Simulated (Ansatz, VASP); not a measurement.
## BSb2As3: VASP beside Ansatz

File INCAR:

```
SYSTEM = BSb2As3
PREC     = Accurate       ! precision mode
ENCUT    = 520            ! plane-wave cutoff, eV
EDIFF    = 1E-7           ! SCF threshold, eV
ISMEAR   = 0              ! smearing method
SIGMA    = 0.1            ! smearing width, eV
LREAL    = .False.        ! projectors in reciprocal space
LASPH    = .True.         ! aspherical terms in the spheres
NELM     = 60             ! most SCF steps
ALGO     = Normal         ! electronic algorithm
ISIF     = 2              ! what is computed and relaxed
LWAVE    = .False.        ! write WAVECAR
LCHARG   = .False.        ! write CHGCAR
GGA      = PE             ! functional
NBANDS   = 23             ! bands
```

Contents of KPOINTS:

```
regular mesh
0
Gamma
  6 6 2
  0 0 0
```

Contents of POSCAR:

```
BSb2As3
1.0
    4.7419915500      0.0000000000      0.0000000000
   -2.3709957700      4.1066851400      0.0000000000
    0.0000000000      0.0000000000      8.2483620200
B Sb As
1 2 3
Direct
    0.0000000000      0.0000000000      0.5000000000
    0.3333333300      0.6666666700      0.0000000000
    0.6666666700      0.3333333300      0.0000000000
    0.0000000000      0.0000000000      0.0000000000
    0.3333333300      0.6666666700      0.5000000000
    0.6666666700      0.3333333300      0.5000000000
```

Input for Ansatz:

```yaml
crystal:
  lattice:
    - [4.74199155, 0.0, 0.0]
    - [-2.37099577, 4.10668514, 0.0]
    - [0.0, 0.0, 8.24836202]
  atoms:
    - { symbol: B, position: [0.0, 0.0, 0.5] }
    - { symbol: Sb, position: [0.33333333, 0.66666667, 0.0] }
    - { symbol: Sb, position: [0.66666667, 0.33333333, 0.0] }
    - { symbol: As, position: [0.0, 0.0, 0.0] }
    - { symbol: As, position: [0.33333333, 0.66666667, 0.5] }
    - { symbol: As, position: [0.66666667, 0.33333333, 0.5] }
basis:
  ecutwfc: 420
kpoints:
  mp_grid: { grid: [6, 6, 2] }
hamiltonian:
  xc: pbe
scf:
  occupations: { method: gaussian, width: 0.1 }
  lower_state_search: "off"
output:
  forces: true
  stress: true
  eigenvalues: true
```

Alike in both runs: task single point; functional PBE; k mesh 6 × 6 × 2; occupations gaussian, width 0.1 eV; no spin polarisation.

```csv
,VASP,Ansatz
version,VASP 6.6.1,Ansatz 0.2.0
potentials or method,"VASP PAW PBE potentials, release 64 (B, Sb, As), cutoff 520 eV","scalar-relativistic, plane waves, PAW"
valence electrons in the cell,28,78
```

VASP gave:

```
gap on the k mesh at the Fermi level (eV)                     : none
pressure (GPa)                                                : 6.7
traceless stress, the component that is largest in VASP (GPa) : -8.96
```

Estimate Ansatz's values.

gap on the k mesh at the Fermi level (eV): none; pressure (GPa): 6.6; traceless stress, the component that is largest in VASP (GPa): -8.77.

A gap of «none» marks a metal or a gap that the smearing closes. VASP's potentials hold 28 valence electrons a cell and Ansatz's 78, so a difference there can come from the potentials and not from the codes.

The k mesh is coarse, so the values compare programs but aren't converged. Neither program's run includes spin-orbit coupling.
